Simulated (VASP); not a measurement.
Input of a VASP 6.6.1 run:

Contents of INCAR:

```
ALGO     = Fast           # electronic algorithm
EDIFF    = 1E-6           # SCF threshold, eV
ENCUT    = 520            # plane-wave cutoff, eV
GGA      = PE             # functional
ISIF     = 2              # what is computed and relaxed
ISMEAR   = 0              # smearing method
LASPH    = True           # aspherical terms in the spheres
LCHARG   = True           # write CHGCAR
LELF     = True           # ELF
LREAL    = False          # projectors in reciprocal space
LVHAR    = True         
LWAVE    = False          # write WAVECAR
NBANDS   = 18             # bands
NELM     = 80             # most SCF steps
PREC     = Accurate       # precision mode
SIGMA    = 0.1            # smearing width, eV
```

KPOINTS

```
k-points
0
Gamma
  16 16 12
```

Contents of POSCAR:

```
SrTi
1.0
    3.3690310836      0.0000000000      0.0000000000
    0.0000000000      3.3690310836      0.0000000000
    0.0000000000      0.0000000000      5.1568567894
Sr Ti
1 1
Direct
    0.5000000000      0.5000000000      0.5000000000
    0.0000000000      0.0000000000      0.0000000000
```

Potentials or basis: VASP PAW PBE potentials, release 64 (Sr_sv, Ti_sv).

Launch:

```console
$ cat potpaw_PBE.64/Sr_sv/POTCAR potpaw_PBE.64/Ti_sv/POTCAR > POTCAR
$ mpirun -np 1 vasp_std > vasp.out
```

Question: Predict the pressure.

Answer: 0.1 GPa.

Question: What does it give for the band gap on the k mesh?

Answer: Zero (bands 11 and 12 overlap by 1.00 eV).
